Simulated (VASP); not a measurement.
# P (P6_3/mmc) in VASP: notebook, part 2 of 2

VASP 6.6.1. Earlier steps stand in the parts before.

**4. Single point, PBE**

This run uses another cell than the first one, of 32.05 Å³/atom.

File INCAR:

```
ALGO = Normal
EDIFF = 1E-6
ENCUT = 520
GGA = PE
ISIF = 2
ISMEAR = 0
LASPH = True
LCHARG = False
LREAL = False
LWAVE = False
NBANDS = 18
NELM = 80
PREC = Accurate
SIGMA = 0.1
```

File KPOINTS:

```
k-points
0
Gamma
  6 6 2
```

File POSCAR:

```
P
1.0
    3.8556153597      0.0000000000      0.0000000000
   -1.9278076799      3.3390608487      0.0000000000
    0.0000000000      0.0000000000      9.9568849053
P
4
Direct
    0.0000000000      0.0000000000      0.2500000000
    0.0000000000      0.0000000000      0.7500000000
    0.3333333333      0.6666666667      0.7500000000
    0.6666666667      0.3333333333      0.2500000000
```

Potentials or basis: VASP PAW PBE potentials, release 64 (P).

Started as:

```sh
$ cat potpaw_PBE.64/P/POTCAR > POTCAR
$ mpirun -np 1 vasp_std > vasp.out
```

OUTCAR:

```text
EDIFF = 1E-6
   ENCUT = 520
   GGA = PE
   ISIF = 2
   ISMEAR = 0
   LASPH = True
   LREAL = False
   NELM = 80
   PREC = Accurate

 ion  position               nearest neighbor table
   1  0.000  0.000  0.250-   4 2.23   4 2.23   4 2.23
   2  0.000  0.000  0.750-   3 2.23   3 2.23   3 2.23
   3  0.333  0.667  0.750-   2 2.23   2 2.23   2 2.23
   4  0.667  0.333  0.250-   1 2.23   1 2.23   1 2.23

  LATTYP: Found a hexagonal cell.
 ALAT       =     3.8556153597
 C/A-ratio  =     2.5824372964

  Lattice vectors:

 A1 = (   3.8556153597,   0.0000000000,   0.0000000000)
 A2 = (  -1.9278076799,   3.3390608487,   0.0000000000)
 A3 = (   0.0000000000,   0.0000000000,   9.9568849053)

Analysis of symmetry for initial positions (statically):
=====================================================================
 Subroutine PRICEL returns:
 Original cell was already a primitive cell.

 Routine SETGRP: Setting up the symmetry group for a
 hexagonal supercell.

[... 158 lines left out ...]
  free energy    TOTEN  =       -18.36602507 eV

  energy without entropy =      -18.34193406  energy(sigma->0) =      -18.35397956

 E-fermi :   1.6693     XC(G=0):  -7.1494

 val. band max:        1.6642877953   @ k =   0.1667   0.1667   0.0000
 cond. band min:       1.8998235600   @ k =   0.3333   0.1667   0.0000
 fundamental gap:      0.2355357647
 Fermi energy:         1.6692995768

 k-point     1 :       0.0000    0.0000    0.0000
  band No.  band energies     occupation
      1     -12.6578      2.00000
      2     -12.6345      2.00000
      3      -2.6262      2.00000
      4      -2.5790      2.00000
      5      -2.5790      2.00000
      6      -2.5738      2.00000
[... 271 lines left out ...]
      5      -4.9884      2.00000
      6      -4.9884      2.00000
[... 10 lines left out ...]
     17       6.2238      0.00000
     18       6.2238      0.00000

------------------------ aborting loop because EDIFF is reached ----------------------------------------

  FORCE on cell =-STRESS in cart. coord.  units (eV):
  Direction    XX          YY          ZZ          XY          YZ          ZX
  --------------------------------------------------------------------------------------
  -------------------------------------------------------------------------------------
  Total       -0.0944211     -0.0944211     -0.1056631      0.0000000      0.0000000      0.0000000
  in kB       -1.1801522     -1.1801522     -1.3206647      0.0000000      0.0000000      0.0000000
  external PRESSURE =      -1.2269897 kB  Pullay stress =       0.0000000 kB

 VOLUME and BASIS-vectors are now :
 -----------------------------------------------------------------------------
  energy-cutoff  :      520.00
  volume of cell :      128.19
      direct lattice vectors                 reciprocal lattice vectors
     3.855615360  0.000000000  0.000000000     0.259361971  0.149742704  0.000000000
    -1.927807680  3.339060849  0.000000000     0.000000000  0.299485408  0.000000000
     0.000000000  0.000000000  9.956884905     0.000000000  0.000000000  0.100433018

 POSITION                                       TOTAL-FORCE (eV/Angst)
 -----------------------------------------------------------------------------------
      0.00000      0.00000      2.48922         0.000000     -0.000000     -0.000000
      0.00000      0.00000      7.46766        -0.000000      0.000000      0.000000
     -0.00000      2.22604      7.46766        -0.000000      0.000000      0.000000
      1.92781      1.11302      2.48922         0.000000     -0.000000     -0.000000
 -----------------------------------------------------------------------------------
    total drift:                                0.000000     -0.000000      0.000000

  FREE ENERGIE OF THE ION-ELECTRON SYSTEM (eV)
  ---------------------------------------------------
  free  energy   TOTEN  =       -18.3660250654 eV

  energy  without entropy=      -18.3419340615  energy(sigma->0) =      -18.35397956
```

stdout:

```text
POSCAR found type information on POSCAR P
 POSCAR found :  1 types and       4 ions
 scaLAPACK will be used
 LDA part: xc-table for (Slater+PW92), standard interpolation
 POSCAR, INCAR and KPOINTS ok, starting setup
 FFT: planning ... GRIDC
 FFT: planning ... GRID_SOFT
 FFT: planning ... GRID
 WAVECAR not read
 entering main loop
```

Run time: 57 s. Hardware: 1 thread of Intel Xeon 8259CL, shared host; peak memory 0.21 GiB.

Results:

* Free energy: -18.3660 eV
* Pressure: -0.1 GPa
* Band gap on the k mesh: zero (bands 10 and 11 overlap by 0.41 eV)

Caveat: this functional lacks dispersion, which binds layers or chains, so the pressure and a relaxed spacing across them are unreliable.

**5. Single point, PBE**

This run uses another cell than the first one, of 27.99 Å³/atom.

File INCAR:

```
SYSTEM = P
ALGO     = Normal         ! electronic algorithm
EDIFF    = 1E-6           ! SCF threshold, eV
ENCUT    = 520            ! plane-wave cutoff, eV
GGA      = PE             ! functional
ISIF     = 2              ! what is computed and relaxed
ISMEAR   = 0              ! smearing method
LASPH    = .True.         ! aspherical terms in the spheres
LCHARG   = .True.         ! write CHGCAR
LELF     = .True.         ! ELF
LREAL    = .False.        ! projectors in reciprocal space
LVHAR    = .True.       
LWAVE    = .False.        ! write WAVECAR
NBANDS   = 18             ! bands
NELM     = 80             ! most SCF steps
PREC     = Accurate       ! precision mode
SIGMA    = 0.1            ! smearing width, eV
```

File KPOINTS:

```
k-points
0
Gamma
  6 6 4
  0 0 0
```

File POSCAR:

```
P
1.0
    4.2791653088      0.0000000000      0.0000000000
   -2.1395826544      3.7058658645      0.0000000000
    0.0000000000      0.0000000000      7.0606227596
P
4
Direct
    0.3333333333      0.6666666667      0.4375000000
    0.6666666667      0.3333333333      0.9375000000
    0.6666666667      0.3333333333      0.5625000000
    0.3333333333      0.6666666667      0.0625000000
```

Started as:

```sh
$ cat potpaw_PBE.64/P/POTCAR > POTCAR
$ mpirun -np 1 vasp_std > vasp.out
```

Wall time 57 s (1 thread of Intel Xeon 8259CL, shared host); peak memory 0.19 GiB.

It converged, with:

```yaml
Free_energy: -18.6095 eV
Pressure: -8.7 GPa
Largest_force: 0.160 eV/Å
Band_gap_on_the_k_mesh: zero (bands 10 and 11 overlap by 0.18 eV)
```

Forces on the atoms (eV/Å):
```
P    0.000  0.000 -0.160
P    0.000  0.000 -0.160
P    0.000  0.000  0.160
P    0.000  0.000  0.160
```

Stress tensor (GPa, compression positive):
```
 -7.89   0.00   0.00
  0.00  -7.89   0.00
  0.00   0.00 -10.32
```

Levels at points of the mesh, in eV from the Fermi level:
```
           k point  band 7  band 8  band 9  band 10  band 11  band 12  band 13  band 14
(0.00, 0.00, 0.00)   -2.93   -2.62   -2.57    -2.57    -0.06    -0.06     0.09     1.37
(0.50, 0.00, 0.00)   -3.93   -3.41   -1.66    -1.28     1.11     1.16     1.22     1.30
(0.00, 0.00, 0.50)   -3.06   -3.06   -2.48    -2.48     0.66     0.66     0.66     0.66
(0.50, 0.00, 0.50)   -3.91   -3.91   -1.90    -1.90     0.23     0.23     2.39     2.39
```

Caveat: the cell stands under tension.

**6. Relaxation of cell and atoms, PBE**

This run uses another cell than the first one, of 29.44 Å³/atom.

File INCAR:

```
ALGO = Normal
EDIFF = 1E-6
EDIFFG = -0.04
ENCUT = 600
GGA = PE
IBRION = 2
ISIF = 3
ISMEAR = 0
LASPH = T
LCHARG = F
LREAL = F
LWAVE = F
NELM = 80
NSW = 90
PREC = Accurate
SIGMA = 0.1
```

File KPOINTS:

```
k-points
0
Gamma
  6 6 2
```

File POSCAR:

```
P
1.0
    3.4804425005      0.0000000000      0.0000000000
   -1.7402212502      3.0141516218      0.0000000000
    0.0000000000      0.0000000000     11.2251140089
P
4
Direct
    0.0000000000      0.0000000000      0.0000000000
    0.0000000000      0.0000000000      0.5000000000
    0.3333333333      0.6666666667      0.7500000000
    0.6666666667      0.3333333333      0.2500000000
```

Potentials or basis: VASP PAW PBE potentials, release 64 (P).

Started as:

```sh
$ cat potpaw_PBE.64/P/POTCAR > POTCAR
$ mpirun -np 1 vasp_std > vasp.out
```

OUTCAR:

```text
EDIFF = 1E-6
   EDIFFG = -0.04
   ENCUT = 600
   GGA = PE
   IBRION = 2
   ISIF = 3
   ISMEAR = 0
   LASPH = T
   LREAL = F
   NELM = 80
   NSW = 90
   PREC = Accurate

 ion  position               nearest neighbor table
   1  0.000  0.000  0.000-
   2  0.000  0.000  0.500-
   3  0.333  0.667  0.750-
   4  0.667  0.333  0.250-

  LATTYP: Found a hexagonal cell.
 ALAT       =     3.4804425005
 C/A-ratio  =     3.2251973728

  Lattice vectors:

 A1 = (   3.4804425005,   0.0000000000,   0.0000000000)
 A2 = (  -1.7402212502,   3.0141516218,   0.0000000000)
 A3 = (   0.0000000000,   0.0000000000,  11.2251140089)

Analysis of symmetry for initial positions (statically):
=====================================================================
 Subroutine PRICEL returns:
 Original cell was already a primitive cell.

 Routine SETGRP: Setting up the symmetry group for a
 hexagonal supercell.

 Subroutine GETGRP returns: Found 24 space group operations
 (whereof 12 operations were pure point group operations)
 out of a pool of 24 trial point group operations.

The static configuration has the point symmetry D_3d.
 The point group associated with its full space group is D_6h.

Analysis of symmetry for dynamics (positions and initial velocities):
=====================================================================
 Subroutine PRICEL returns:
 Original cell was already a primitive cell.

 Routine SETGRP: Setting up the symmetry group for a
 hexagonal supercell.

 Subroutine GETGRP returns: Found 24 space group operations
 (whereof 12 operations were pure point group operations)
 out of a pool of 24 trial point group operations.

The dynamic configuration has the point symmetry D_3d.
 The point group associated with its full space group is D_6h.

 Subroutine INISYM returns: Found 24 space group operations
 (whereof 12 operations are pure point group operations),
 and found     1 'primitive' translations

----------------------------------------------------------------------------------------

                                     Primitive cell

  volume of cell :     117.7580

  direct lattice vectors                    reciprocal lattice vectors
[... 110 lines left out ...]
   LRPA    =     F    only Hartree local field effects (RPA)
 conjugate gradient relaxation of ions
 non-spin polarized calculation
 Gauss-broadening in eV      SIGMA  =   0.10
  energy-cutoff  :      600.00
  volume of cell :      117.76
 maximum number of plane-waves:      3948
 NGX is ok and might be reduce to    28
   NGX = 13   NGY = 13   NGZ = 45

--------------------------------------- Ionic step        1  -------------------------------------------

 number of electron      19.9999999 magnetization

 Free energy of the ion-electron system (eV)
  ---------------------------------------------------
  ext. energy  EPLUGINS =         0.00000000
  ---------------------------------------------------
  free energy    TOTEN  =       -12.90691758 eV

  energy without entropy =      -12.89821016  energy(sigma->0) =      -12.90256387

 E-fermi :   2.0288     XC(G=0):  -8.5523

 val. band max:        2.0257440910   @ k =   0.1667   0.1667   0.0000
 cond. band min:       2.1418197613   @ k =   0.1667  -0.0000   0.0000
 fundamental gap:      0.1160756703
 Fermi energy:         2.0287628029

 k-point     1 :       0.0000    0.0000    0.0000
  band No.  band energies     occupation
      1      -8.9924      2.00000
      2      -8.2199      2.00000
      3      -8.1450      2.00000
      4      -6.9397      2.00000
      5      -1.4771      2.00000
      6       1.2728      2.00000
      7       1.3103      2.00000
      8       3.6692      0.00000
      9       3.6692      0.00000
     10       3.9749      0.00000
     11       3.9749      0.00000
     12       4.0443      0.00000
     13       4.0443      0.00000
     14       4.4020      0.00000
[... 326 lines left out ...]
  FREE ENERGIE OF THE ION-ELECTRON SYSTEM (eV)
  ---------------------------------------------------
  free  energy   TOTEN  =       -18.3060794789 eV

  energy  without entropy=      -18.2969359558  energy(sigma->0) =      -18.30150772

[... ionic steps 4 to 7 ...]

--------------------------------------- Ionic step        8  -------------------------------------------

 number of electron      20.0000001 magnetization

------------------------ aborting loop because EDIFF is reached ----------------------------------------
[... 71 lines left out ...]
--------------------------------------- Ionic step       10  -------------------------------------------

 number of electron      20.0000001 magnetization

 Free energy of the ion-electron system (eV)
  ---------------------------------------------------
  ext. energy  EPLUGINS =         0.00000000
  ---------------------------------------------------
  free energy    TOTEN  =       -18.42225293 eV

  energy without entropy =      -18.41754685  energy(sigma->0) =      -18.41989989

 E-fermi :   9.6230     XC(G=0): -11.4540

 val. band max:        9.6229413088   @ k =   0.1667   0.1667   0.0000
 cond. band min:       9.9279855213   @ k =   0.1667   0.1667   0.0000
 fundamental gap:      0.3050442125
 Fermi energy:         9.6229552332

 k-point     1 :       0.0000    0.0000    0.0000
  band No.  band energies     occupation
      1      -6.5744      2.00000
      2      -4.9897      2.00000
      3      -4.9664      2.00000
      4      -1.4176      2.00000
      5       1.6073      2.00000
      6       8.0531      2.00000
      7       8.0631      2.00000
      8      15.0917      0.00000
      9      15.0917      0.00000
     10      15.6229      0.00000
     11      15.7341      0.00000
     12      15.7341      0.00000
     13      15.8811      0.00000
     14      15.8811      0.00000
[... 250 lines left out ...]
  FREE ENERGIE OF THE ION-ELECTRON SYSTEM (eV)
  ---------------------------------------------------
  free  energy   TOTEN  =       -18.4222529320 eV

  energy  without entropy=      -18.4175468476  energy(sigma->0) =      -18.41989989

 reached required accuracy - stopping structural energy minimisation
```

OSZICAR:

```text
N       E                     dE             d eps       ncg     rms          rms(c)
DAV:   1     0.696199260600E+02    0.69620E+02   -0.83763E+03   392   0.128E+03
DAV:   2    -0.789308463269E+01   -0.77513E+02   -0.75195E+02   542   0.164E+02
DAV:   3    -0.127106567109E+02   -0.48176E+01   -0.46621E+01   422   0.420E+01
DAV:   4    -0.129973634376E+02   -0.28671E+00   -0.28181E+00   704   0.806E+00
[... 81 lines left out ...]
       N       E                     dE             d eps       ncg     rms          rms(c)
DAV:   1    -0.184225488807E+02   -0.53937E-03   -0.11799E-02   398   0.643E-01    0.120E-01
DAV:   2    -0.184223528809E+02    0.19600E-03   -0.34548E-04   410   0.132E-01    0.605E-02
DAV:   3    -0.184222532213E+02    0.99660E-04   -0.15069E-04   410   0.713E-02    0.139E-02
DAV:   4    -0.184222529320E+02    0.28924E-06   -0.38610E-06   410   0.128E-02
  10 F= -.18422253E+02 E0= -.18419900E+02  d E =-.246859E-02
```

Wall time 2.6 min (1 thread of Intel Xeon 8259CL, shared host); peak memory 0.22 GiB.

What came out:

```yaml
Free_energy: -18.4223 eV
Relaxed_volume: 14.62 Å³/atom
Relaxed_cell: a = 2.700 Å, b = 2.700 Å, c = 9.261 Å, α = 90.00°, β = 90.00°, γ = 120.00°
Space_group_after_relaxing_to_0.1_Å: P6_3/mmc (No. 194)
Energy_gained_by_relaxing: 1378.8 meV/atom
Ionic_steps: 10
Pressure_after_relaxing: 0.0 GPa
Band_gap_on_the_k_mesh: zero (bands 10 and 11 overlap by 9.66 eV)
```

Step by step:
| step | energy change (eV) | largest force (eV/Å) | pressure (GPa) | volume (Å³) |
| --- | --- | --- | --- | --- |
| 1 | 0.0000 | 0.0000 | -16.17 | 117.76 |
| 2 | -4.6155 | 0.0000 | -13.93 | 74.03 |
| 3 | -5.3992 | 0.0000 | -4.22 | 61.44 |
| 4 | -5.4441 | 0.0000 | 1.55 | 57.39 |
| 5 | -5.4471 | 0.0000 | -0.02 | 58.33 |
| 6 | -5.5018 | 0.0000 | 1.60 | 57.57 |
| 7 | -5.5128 | 0.0000 | 1.19 | 57.79 |
| 8 | -5.5129 | 0.0000 | 1.14 | 57.80 |
| 9 | -5.5151 | 0.0000 | -0.35 | 58.69 |
| 10 | -5.5153 | 0.0000 | -0.01 | 58.48 |

Final structure:
```cif
data_structure
_symmetry_space_group_name_H-M 'P 1'
_symmetry_Int_Tables_number 1
_cell_length_a 2.7003
_cell_length_b 2.7003
_cell_length_c 9.2607
_cell_angle_alpha 90.000
_cell_angle_beta 90.000
_cell_angle_gamma 120.000
_cell_volume 58.48
loop_
_atom_site_label
_atom_site_type_symbol
_atom_site_fract_x
_atom_site_fract_y
_atom_site_fract_z
_atom_site_occupancy
P1 P 0.00000 0.00000 0.00000 1
P2 P 0.00000 0.00000 0.50000 1
P3 P 0.33333 0.66667 0.75000 1
P4 P 0.66667 0.33333 0.25000 1
```

Levels at points of the mesh, in eV from the Fermi level:
```
           k point  band 7  band 8  band 9  band 10  band 11  band 12  band 13  band 14
(0.00, 0.00, 0.00)   -1.56    5.47    5.47     6.00     6.11     6.11     6.26     6.26
(0.50, 0.00, 0.00)   -4.75   -4.40   -2.46    -1.54     1.29     2.32     2.58     2.60
(0.00, 0.00, 0.50)    2.94    2.94    5.67     5.67     5.67     5.67     6.80     6.80
(0.50, 0.00, 0.50)   -5.87   -5.87   -0.50    -0.50     1.10     1.10     1.63     1.63
```

Caveat: the volume moved by over 15 % at a fixed basis, so the end points are rough.

**7. Summary**

| task | cell | k mesh | cutoff (eV) | gap on the mesh (eV) | pressure (GPa) |
| --- | --- | --- | --- | --- | --- |
| single point | a = 2.704, b = 2.704, c = 9.263 Å, angles 90.0, 90.0, 120.0°, 4 atoms, atomic positions A | 6 × 6 × 2 | 520 | none | -0.3 |
| single point | a = 3.691, b = 3.691, c = 10.054 Å, angles 90.0, 90.0, 120.0°, 4 atoms, atomic positions B | 6 × 6 × 2 | 520 | none | 4.8 |
| single point | a = 3.856, b = 3.856, c = 9.957 Å, angles 90.0, 90.0, 120.0°, 4 atoms, atomic positions B | 6 × 6 × 2 | 520 | none | -0.1 |
| single point | a = 4.279, b = 4.279, c = 7.061 Å, angles 90.0, 90.0, 120.0°, 4 atoms, atomic positions C | 6 × 6 × 4 | 520 | none | -8.7 |
| relaxation of cell and atoms | relaxed from a = 3.480, b = 3.480, c = 11.225 Å, angles 90.0, 90.0, 120.0°, 4 atoms, atomic positions A | 6 × 6 × 2 | 600 | none | 0.0 |

Alike in all rows: level PBE; potentials or basis VASP PAW PBE potentials, release 64 (P); no spin polarisation; smearing gaussian 0.1 eV.

Caveats: some runs use coarse meshes; this functional lacks dispersion, which binds layers or chains, so the pressure and a relaxed spacing across them are unreliable (at least some runs); the stress differs along the axes, from -0 to 7 GPa (at least some runs); the cell stands under tension (at least some runs); the volume moved by over 15 % at a fixed basis, so the end points are rough (at least some runs).

Total energies depend on the potentials used, so only differences within one code and one set of settings carry meaning.

The gap in the log of VASP goes by the Fermi energy; the results here count the filled bands.